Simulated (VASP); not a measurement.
# RbBr (P1) in VASP: further runs

Aim: see how the results for RbBr move with the level of theory and the settings. Levels: PBE, r2SCAN. Tasks: single point.

All numbers are computed with VASP 6.6.1; they aren't measurements. Logs are shortened: lines on timing, memory, paths and dates and some standing lists are left out, and cuts for length are marked.

## Step 1: The cell of the first run

The typed cell holds 2 atoms: a = 5.472 Å, b = 5.472 Å, c = 5.472 Å, α = 60.00°, β = 60.00°, γ = 60.00°.

## Step 2: Single point, PBE

INCAR

```
  PREC = Accurate
  ENCUT = 520
  EDIFF = 1E-6
  ISMEAR = -1
  SIGMA = 0.069
  LREAL = False
  LASPH = True
  NELM = 60
  ALGO = Normal
  ISIF = 2
  LWAVE = False
  LCHARG = False
  GGA = PE
  NBANDS = 15
```

KPOINTS

```
Automatic mesh
0
Gamma
  4 4 4
```

POSCAR

```
RbBr
1.0
    0.0000000000      3.8694968646      3.8694968646
    3.8694968646      0.0000000000      3.8694968646
    3.8694968646      3.8694968646      0.0000000000
Rb Br
1 1
Direct
    0.0042794969      0.0337753213     -0.0486658877
    0.2522143147      0.2395966536      0.2522194833
```

Potentials or basis: VASP PAW PBE potentials, release 64 (Rb_sv, Br).

Run with:

```sh
> cat potpaw_PBE.64/Rb_sv/POTCAR potpaw_PBE.64/Br/POTCAR > POTCAR
> mpirun -np 1 vasp_std > vasp.out
```

OUTCAR:

```text
PREC = Accurate
   ENCUT = 520
   EDIFF = 1E-6
   ISMEAR = -1
   LREAL = False
   LASPH = True
   NELM = 60
   ISIF = 2
   GGA = PE

 ion  position               nearest neighbor table
   1  0.004  0.034  0.951-   2 3.13   2 3.37   2 3.38   2 3.55
   2  0.252  0.240  0.252-   1 3.13   1 3.37   1 3.38   1 3.55

  LATTYP: Found a face centered cubic cell.
 ALAT       =     7.7389937292

  Lattice vectors:

 A1 = (   0.0000000000,   3.8694968646,   3.8694968646)
 A2 = (   3.8694968646,   0.0000000000,   3.8694968646)
 A3 = (   3.8694968646,   3.8694968646,   0.0000000000)

Analysis of symmetry for initial positions (statically):
=====================================================================
 Subroutine PRICEL returns:
 Original cell was already a primitive cell.

 Routine SETGRP: Setting up the symmetry group for a
 face centered cubic supercell.

 Subroutine GETGRP returns: Found  1 space group operations
 (whereof  1 operations were pure point group operations)
 out of a pool of 48 trial point group operations.

The static configuration has the point symmetry C_1 .

Analysis of symmetry for dynamics (positions and initial velocities):
=====================================================================
 Subroutine PRICEL returns:
 Original cell was already a primitive cell.

 Routine SETGRP: Setting up the symmetry group for a
 face centered cubic supercell.

 Subroutine GETGRP returns: Found  1 space group operations
 (whereof  1 operations were pure point group operations)
 out of a pool of 48 trial point group operations.

The dynamic configuration has the point symmetry C_1 .

 Subroutine INISYM returns: Found  1 space group operations
 (whereof  1 operations are pure point group operations),
 and found     1 'primitive' translations

----------------------------------------------------------------------------------------

                                     Primitive cell

  volume of cell :     115.8760

  direct lattice vectors                    reciprocal lattice vectors
     0.000000000  3.869496865  3.869496865    -0.129215766  0.129215766  0.129215766
     3.869496865  0.000000000  3.869496865     0.129215766 -0.129215766  0.129215766
     3.869496865  3.869496865  0.000000000     0.129215766  0.129215766 -0.129215766

  length of vectors
     5.472294945  5.472294945  5.472294945     0.223808271  0.223808271  0.223808271

  position of ions in fractional coordinates (direct lattice)
     0.004279497  0.033775321  0.951334112
     0.252214315  0.239596654  0.252219483

  ion indices of the primitive-cell ions
   primitive index   ion index
                 1           1
                 2           2

----------------------------------------------------------------------------------------

 KPOINTS: Automatic mesh

Automatic generation of k-mesh.
 Grid dimensions read from file:
 generate k-points for:    4    4    4

 Generating k-lattice:

  Cartesian coordinates                     Fractional coordinates (reciprocal lattice)
    -0.032303941  0.032303941  0.032303941     0.250000000  0.000000000  0.000000000
     0.032303941 -0.032303941  0.032303941     0.000000000  0.250000000  0.000000000
     0.032303941  0.032303941 -0.032303941     0.000000000  0.000000000  0.250000000

  Length of vectors
     0.055952068  0.055952068  0.055952068

  Shift w.r.t. Gamma in fractional coordinates (k-lattice)
     0.000000000  0.000000000  0.000000000

 Subroutine IBZKPT returns following result:
 ===========================================

 Found     36 irreducible k-points:

 Following reciprocal coordinates:
            Coordinates               Weight
  0.000000  0.000000  0.000000      1.000000
  0.250000  0.000000  0.000000      2.000000
  0.000000  0.250000  0.000000      2.000000
  0.000000  0.000000  0.250000      2.000000
  0.250000  0.250000  0.250000      2.000000
  0.500000  0.000000  0.000000      1.000000
[... 16 lines left out ...]
  0.250000  0.500000  0.500000      2.000000
  0.500000  0.000000  0.250000      2.000000
 [... further k-points ...]
   k-points           NKPTS =     36   k-points in BZ     NKDIM =     36   number of bands    NBANDS=     15
   number of dos      NEDOS =    301   number of ions     NIONS =      2
   total plane-waves  NPLWV =  74088
   dimension x,y,z NGX =    42 NGY =   42 NGZ =   42
   dimension x,y,z NGXF=    84 NGYF=   84 NGZF=   84
   ions per type =               1   1
   NGX,Y,Z   is equivalent  to a cutoff of  12.76, 12.76, 12.76 a.u.
   NGXF,Y,Z  is equivalent  to a cutoff of  25.52, 25.52, 25.52 a.u.
 SYSTEM =  unknown system
   PREC   = accura    normal or accurate (medium, high low for compatibility)
   ISTART =      0    job   : 0-new  1-cont  2-samecut
   ICHARG =      2    charge: 1-file 2-atom 10-const
   ISPIN  =      1    spin polarized calculation?
   LNONCOLLINEAR =      F non collinear calculations
   LSORBIT =      F    spin-orbit coupling
   LASPH  =      T    aspherical Exc in radial PAW
   ENCUT  =  520.0 eV  38.22 Ry    6.18 a.u.  10.17 10.17 10.17*2*pi/ulx,y,z
   NELM   =     60;   NELMIN=  2; NELMDL= -5     # of ELM steps
   EDIFF  = 0.1E-05   stopping-criterion for ELM
   LREAL  =      F    real-space projection
   EDIFFG = 0.1E-04   stopping-criterion for IOM
   NSW    =      0    number of steps for IOM
   IBRION =     -1    ionic relax: 0-MD 1-quasi-New 2-CG
   NFREE  =      0    steps in history (QN), initial steepest desc. (CG)
   ISIF   =      2    stress and relaxation
   ISYM   =      2    0-nonsym 1-usesym 2-fastsym
   POTIM  = 0.5000    time-step for ionic-motion
   TEBEG  =    0.0;   TEEND  =   0.0 temperature during run
   PSTRESS=    0.0 pullay stress
   NELECT =      16.0000    total number of electrons
   NUPDOWN=      -1.0000    fix difference up-down
   EMIN   =  10.00;   EMAX   =-10.00  energy-range for DOS
   EFERMI =   0.00;   METHOD = LEGACY
   ISMEAR =    -1;   SIGMA  =   0.07  broadening in eV -4-tet -1-fermi 0-gaus
   EFERMI_NEDOS =   21; number of points for ismear=-14 and -15
   IALGO  =     38    algorithm
   IMIX   =      4    mixing-type and parameters
     AMIX     =   0.40;   BMIX     =  1.00
     AMIX_MAG =   1.60;   BMIX_MAG =  1.00
  volume/ion in A,a.u.               =      57.94       390.98
  Fermi-wavevector in a.u.,A,eV,Ry     =   0.846156  1.599003  9.741494  0.715980
  Thomas-Fermi vector in A             =   1.961458
   LORBIT       =      0    0 simple, 1 ext, 2 COOP (PROOUT), +10 PAW based schemes
   GGA     = PE    functional components
   LHFCALC =     F    Hartree Fock is set to
   AEXX    =    0.0000 exact exchange contribution
   IVDW    =     0    specifies the selected vdW correction
   LEPSILON=     F    determine dielectric tensor
   LRPA    =     F    only Hartree local field effects (RPA)
 non-spin polarized calculation
  energy-cutoff  :      520.00
  volume of cell :      115.88
 maximum number of plane-waves:      3142
 NGX is ok and might be reduce to    42
   NGX = 21   NGY = 21   NGZ = 21

 number of electron      16.0000000 magnetization

 Free energy of the ion-electron system (eV)
  ---------------------------------------------------
  ext. energy  EPLUGINS =         0.00000000
  ---------------------------------------------------
  free energy    TOTEN  =        -5.88039803 eV

  energy without entropy =       -5.88039803  energy(sigma->0) =       -5.88039803

 E-fermi :  -1.3213     XC(G=0):  -5.7304

 val. band max:       -3.0667076374   @ k =   0.5000   0.0000   0.5000
 cond. band min:       0.9864934022   @ k =   0.0000   0.0000   0.0000
 fundamental gap:      4.0532010395
 Fermi energy:        -1.3213018259

 k-point     1 :       0.0000    0.0000    0.0000
  band No.  band energies     occupation
      1     -27.6611      2.00000
      2     -14.9648      2.00000
      3     -11.7767      2.00000
      4     -11.7740      2.00000
      5     -11.7684      2.00000
      6      -3.1772      2.00000
      7      -3.1761      2.00000
      8      -3.1326      2.00000
      9       0.9865      0.00000
     10       5.0714      0.00000
     11       5.1025      0.00000
     12       5.6407      0.00000
     13       6.0391      0.00000
     14       6.4575      0.00000
     15       6.8329      0.00000

 k-point     2 :       0.2500    0.0000    0.0000
  band No.  band energies     occupation
      1     -27.6601      2.00000
      2     -14.9888      2.00000
      3     -11.7914      2.00000
      4     -11.7791      2.00000
      5     -11.7322      2.00000
      6      -3.3058      2.00000
      7      -3.1409      2.00000
      8      -3.1259      2.00000
      9       1.7914      0.00000
     10       4.6649      0.00000
     11       4.8014      0.00000
     12       5.1047      0.00000
     13       5.9584      0.00000
     14       6.4655      0.00000
     15       6.5473      0.00000

 k-point     3 :       0.0000    0.2500    0.0000
  band No.  band energies     occupation
      1     -27.6602      2.00000
      2     -14.9775      2.00000
      3     -11.7908      2.00000
      4     -11.7731      2.00000
      5     -11.7581      2.00000
      6      -3.2707      2.00000
      7      -3.1742      2.00000
      8      -3.1504      2.00000
      9       1.8113      0.00000
     10       4.7548      0.00000
     11       4.8794      0.00000
     12       5.0744      0.00000
     13       6.0141      0.00000
     14       6.5208      0.00000
     15       6.6232      0.00000

 k-point     4 :       0.0000    0.0000    0.2500
  band No.  band energies     occupation
      1     -27.6599      2.00000
      2     -15.0035      2.00000
      3     -11.7831      2.00000
      4     -11.7764      2.00000
      5     -11.7186      2.00000
      6      -3.3073      2.00000
      7      -3.1251      2.00000
      8      -3.1084      2.00000
      9       1.7702      0.00000
     10       4.6096      0.00000
     11       4.6530      0.00000
     12       4.9400      0.00000
     13       6.1876      0.00000
     14       6.4012      0.00000
     15       6.4673      0.00000
[... 307 lines left out ...]
 k-point    22 :      -0.2500    0.2500   -0.2500
  band No.  band energies     occupation
      1     -27.6588      2.00000
      2     -15.0081      2.00000
      3     -11.8107      2.00000
      4     -11.7964      2.00000
      5     -11.6958      2.00000
      6      -3.3783      2.00000
      7      -3.1703      2.00000
      8      -3.1044      2.00000
      9       3.0720      0.00000
     10       3.6872      0.00000
     11       4.6943      0.00000
     12       5.1427      0.00000
     13       6.1802      0.00000
     14       6.5318      0.00000
     15       6.5864      0.00000

 k-point    23 :       0.2500    0.5000    0.5000
  band No.  band energies     occupation
      1     -27.6586      2.00000
      2     -15.0223      2.00000
      3     -11.8076      2.00000
      4     -11.7992      2.00000
      5     -11.6704      2.00000
      6      -3.3807      2.00000
      7      -3.1693      2.00000
      8      -3.0840      2.00000
      9       3.0006      0.00000
     10       3.6205      0.00000
     11       4.5913      0.00000
     12       5.1864      0.00000
     13       6.2977      0.00000
     14       6.4128      0.00000
     15       6.5924      0.00000

 k-point    24 :       0.5000    0.0000    0.2500
  band No.  band energies     occupation
      1     -27.6586      2.00000
      2     -15.0191      2.00000
      3     -11.8186      2.00000
      4     -11.7940      2.00000
      5     -11.6712      2.00000
      6      -3.3817      2.00000
      7      -3.1496      2.00000
      8      -3.0980      2.00000
      9       2.9995      0.00000
     10       3.5579      0.00000
     11       4.5941      0.00000
     12       5.3531      0.00000
     13       6.2964      0.00000
     14       6.3718      0.00000
     15       6.6650      0.00000

 [... further k-points ...]
[... 5 lines left out ...]
  --------------------------------------------------------------------------------------
  -------------------------------------------------------------------------------------
  Total        0.3510746      0.2583109      0.2673478      0.4487010     -0.2087712     -0.4699934
  in kB        4.8541873      3.5715760      3.6965256      6.2040328     -2.8866077     -6.4984367
  external PRESSURE =       4.0407630 kB  Pullay stress =       0.0000000 kB

 VOLUME and BASIS-vectors are now :
 -----------------------------------------------------------------------------
  energy-cutoff  :      520.00
  volume of cell :      115.88
      direct lattice vectors                 reciprocal lattice vectors
     0.000000000  3.869496865  3.869496865    -0.129215766  0.129215766  0.129215766
     3.869496865  0.000000000  3.869496865     0.129215766 -0.129215766  0.129215766
     3.869496865  3.869496865  0.000000000     0.129215766  0.129215766 -0.129215766

 POSITION                                       TOTAL-FORCE (eV/Angst)
 -----------------------------------------------------------------------------------
      3.81188      3.69774      0.14725         0.162696      0.267727     -0.257434
      1.90308      1.95190      1.90306        -0.162696     -0.267727      0.257434
 -----------------------------------------------------------------------------------
    total drift:                               -0.000029     -0.000051      0.000126

  FREE ENERGIE OF THE ION-ELECTRON SYSTEM (eV)
  ---------------------------------------------------
  free  energy   TOTEN  =        -5.8803980280 eV

  energy  without entropy=       -5.8803980280  energy(sigma->0) =       -5.88039803
```

It took 27 s on 1 thread of Intel Xeon 6975P-C (Granite Rapids), shared host; peak memory 0.28 GiB.

What came out:

```yaml
Free_energy: -5.8804 eV
Pressure: 0.4 GPa
Largest_force: 0.405 eV/Å
Band_gap_on_the_k_mesh: 4.05 eV (least direct gap 4.12 eV)
```

Forces in eV/Å, atoms in the order of the input:
```
Rb   0.163  0.268 -0.257
Br  -0.163 -0.268  0.257
```

Stress tensor (GPa, compression positive):
```
 0.49  0.62 -0.65
 0.62  0.36 -0.29
-0.65 -0.29  0.37
```

Levels at points of the mesh, in eV from the valence-band top:
| k point | band 6 | band 7 | band 8 | band 9 | band 10 | band 11 |
| --- | --- | --- | --- | --- | --- | --- |
| (0.00, 0.00, 0.00) | -0.11 | -0.11 | -0.07 | 4.05 | 8.14 | 8.17 |
| (0.50, 0.00, 0.00) | -0.32 | -0.07 | -0.03 | 6.23 | 6.49 | 7.58 |
| (0.00, 0.50, 0.00) | -0.29 | -0.11 | -0.06 | 6.22 | 6.67 | 7.73 |
| (0.00, 0.00, 0.50) | -0.32 | -0.02 | -0.01 | 6.18 | 6.29 | 7.60 |
| (0.50, 0.50, 0.50) | -0.32 | -0.07 | -0.03 | 6.23 | 6.50 | 7.58 |
| (0.50, 0.50, 0.00) | -0.41 | -0.02 | 0.00 | 5.89 | 6.76 | 8.34 |
| (0.00, 0.50, 0.50) | -0.41 | -0.02 | -0.01 | 5.91 | 6.72 | 8.36 |
| (0.50, 0.00, 0.50) | -0.41 | -0.02 | 0.00 | 5.89 | 6.76 | 8.34 |

Caveat: the atoms stand as in a frame of molecular dynamics.

## Step 3: Single point, r2SCAN

This run uses another cell than the first one, of 57.35 Å³/atom.

POSCAR

```
RbBr
1.0
    0.0000000000      3.8563030000      3.8563030000
    3.8563030000      0.0000000000      3.8563030000
    3.8563030000      3.8563030000      0.0000000000
Rb Br
1 1
Direct
   -0.0023280069      0.0134254233      0.0011805348
    0.2330537823      0.2645085202      0.2306976397
```

INCAR.step1

```
SYSTEM = RbBr
ALGO = Normal
EDIFF = 1E-4
ENCUT = 520
GGA = PE
ISMEAR = -1
LASPH = .TRUE.
LCHARG = .FALSE.
LREAL = .FALSE.
LWAVE = .TRUE.
NBANDS = 15
NELM = 100
PREC = Accurate
SIGMA = 0.052
```

INCAR.step2

```
SYSTEM = RbBr
ALGO = Normal
EDIFF = 1E-6
ENCUT = 520
ISIF = 2
ISMEAR = -1
ISTART = 1
LASPH = .TRUE.
LCHARG = .FALSE.
LMIXTAU = .TRUE.
LREAL = .FALSE.
LWAVE = .FALSE.
METAGGA = R2SCAN
NBANDS = 15
NELM = 100
PREC = Accurate
SIGMA = 0.052
```

KPOINTS

```
k-points
0
G
  4 4 4
  0 0 0
```

Potentials or basis: VASP PAW PBE potentials, release 64 (Rb_sv, Br).

Run with:

```sh
> cat potpaw_PBE.64/Rb_sv/POTCAR potpaw_PBE.64/Br/POTCAR > POTCAR
> cp INCAR.step1 INCAR
> mpirun -np 1 vasp_std > vasp.out
> cp INCAR.step2 INCAR
> mpirun -np 1 vasp_std > vasp.out
```

Run time: 2 min. Hardware: 1 thread of Intel Xeon 6975P-C (Granite Rapids), shared host; peak memory 0.3 GiB.

Results (log left out):

* Free energy: -30.8580 eV
* Pressure: 0.2 GPa
* Largest force: 0.270 eV/Å
* Band gap on the k mesh: 4.65 eV (least direct gap 4.73 eV)

Forces in eV/Å, atoms in the order of the input:
```
Rb  -0.135 -0.203 -0.116
Br   0.135  0.203  0.116
```

Stress tensor (GPa, compression positive):
```
0.21 0.26 0.51
0.26 0.16 0.32
0.51 0.32 0.22
```

Levels at points of the mesh, in eV from the valence-band top:
```tsv
k point	band 5	band 6	band 7	band 8	band 9	band 10	band 11	band 12
(0.00, 0.00, 0.00)	-8.90	-0.10	-0.10	-0.08	4.65	8.89	8.91	9.63
(0.50, 0.00, 0.00)	-8.86	-0.29	-0.07	-0.04	6.95	7.04	8.37	8.67
(0.00, 0.50, 0.00)	-8.84	-0.30	-0.06	-0.03	6.95	6.97	8.34	8.64
(0.00, 0.00, 0.50)	-8.86	-0.29	-0.08	-0.05	6.95	7.07	8.40	8.67
(0.50, 0.50, 0.50)	-8.81	-0.30	-0.03	-0.02	6.78	6.99	8.37	8.48
(0.50, 0.50, 0.00)	-8.79	-0.39	-0.01	0.00	6.39	7.30	9.41	9.78
(0.00, 0.50, 0.50)	-8.80	-0.39	-0.01	0.00	6.39	7.30	9.40	9.78
(0.50, 0.00, 0.50)	-8.80	-0.39	-0.01	0.00	6.39	7.32	9.38	9.78
```

Caveat: the atoms stand as in a frame of molecular dynamics; the PAW data sets were made with another functional, which shifts forces and pressure a little. A k mesh can miss the band edges.
